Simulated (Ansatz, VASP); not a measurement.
# LiH in VASP and in Ansatz

File INCAR:

```
SYSTEM = LiH
PREC = Accurate
ENCUT = 600
EDIFF = 1E-7
ISMEAR = 0
SIGMA = 0.1
LREAL = .False.
LASPH = .True.
NELM = 80
ALGO = Normal
ISIF = 3
LWAVE = .False.
LCHARG = .False.
GGA = PE
IBRION = 2
NSW = 90
EDIFFG = -0.04
```

File KPOINTS:

```
regular mesh
0
Gamma
  6 6 6
  0 0 0
```

The input POSCAR:

```
LiH
1.0
    0.0000000000      2.7089274600      2.7089274600
    2.7089274600      0.0000000000      2.7089274600
    2.7089274600      2.7089274600      0.0000000000
Li H
1 1
Direct
    0.0000000000      0.0000000000      0.0000000000
    0.7500000000      0.7500000000      0.7500000000
```

Input for Ansatz:

```yaml
crystal:
  lattice:
    - [0.0, 2.70892746, 2.70892746]
    - [2.70892746, 0.0, 2.70892746]
    - [2.70892746, 2.70892746, 0.0]
  atoms:
    - { symbol: Li, position: [0.0, 0.0, 0.0] }
    - { symbol: H, position: [0.75, 0.75, 0.75] }
basis:
  ecutwfc: 420
kpoints:
  mp_grid: { grid: [6, 6, 6] }
hamiltonian:
  xc: pbe
scf:
  occupations: { method: gaussian, width: 0.1 }
  lower_state_search: "off"
output:
  forces: true
  stress: true
  eigenvalues: true
relax:
  adjacent_minimum: "off"
  f_tol: 0.04
  max_steps: 70
  cell: { stress_tol: 0.4 }
```

Change from the starting cell: ordered vacancies on the anion sites of fluorite (F-43m, No. 216).

Alike in both runs: task relaxation of cell and atoms; functional PBE; k mesh 6 × 6 × 6; occupations gaussian, width 0.1 eV; no spin polarisation.

```csv
,VASP,Ansatz
version,VASP 6.6.1,Ansatz 0.2.0
potentials or method,"VASP PAW PBE potentials, release 64 (Li_sv, H), cutoff 600 eV","scalar-relativistic, plane waves, PAW"
valence electrons in the cell,4,4
```

|  | VASP | Ansatz | Ansatz less VASP |
| --- | --- | --- | --- |
| gap on the k mesh at the Fermi level, each at its own relaxed structure (eV) | 4.31 | 4.29 | -0.020 |
| relaxed volume (Å³/atom) | 9.74 | 9.87 | +0.125 |
| relaxed length of the cell vector where the two differ most in proportion (Å) | 3.021 | 3.033 | +0.0129 |

Noted on VASP's run: the cutoff is under 1.25 times that of the potentials, so the pressure is a little rough; the volume moved by over 15 % at a fixed basis, so the end points are rough.
